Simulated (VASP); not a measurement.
Wanted: the native input for a VASP 6.6.1 run.

```yaml
Task: single point
Functional: PBE
Potentials_or_basis: VASP PAW PBE potentials, release 64 (C)
Cutoff: 520 eV
k_mesh: 14 × 14 × 14
Occupations: gaussian, width 0.01 eV
Spin: no spin polarisation
Dipole_correction: no
Further_INCAR_settings: ALGO = Normal; EDIFF = 1e-06; NBANDS = 11
```

The structure of C lies in POSCAR:

```
C
1.0
    0.0000000000      1.7833700000      1.7833700000
    1.7833700000      0.0000000000      1.7833700000
    1.7833700000      1.7833700000      0.0000000000
C
2
Direct
    0.0000000000      0.0000000000      0.0000000000
    0.2500000000      0.2500000000      0.2500000000
```

One way to write it, as run:

INCAR

```
  ALGO = Normal
  EDIFF = 1E-6
  ENCUT = 520
  GGA = PE
  ISIF = 2
  ISMEAR = 0
  LASPH = T
  LCHARG = F
  LREAL = F
  LWAVE = F
  NBANDS = 11
  NELM = 80
  PREC = Accurate
  SIGMA = 0.01
```

KPOINTS

```
k-points
0
Gamma
  14 14 14
```

Potentials or basis: VASP PAW PBE potentials, release 64 (C).

Run with:

```console
$ cat potpaw_PBE.64/C/POTCAR > POTCAR
$ mpirun -np 1 vasp_std > vasp.out
```

Results of the run:

| Quantity | Value |
| --- | --- |
| Pressure | 2.5 GPa |
| Band gap on the k mesh | 4.13 eV, indirect (least direct gap 5.59 eV) |

It took 20 s on 1 thread of Intel Xeon 8259CL, on a shared host, peak memory 0.12 GiB.
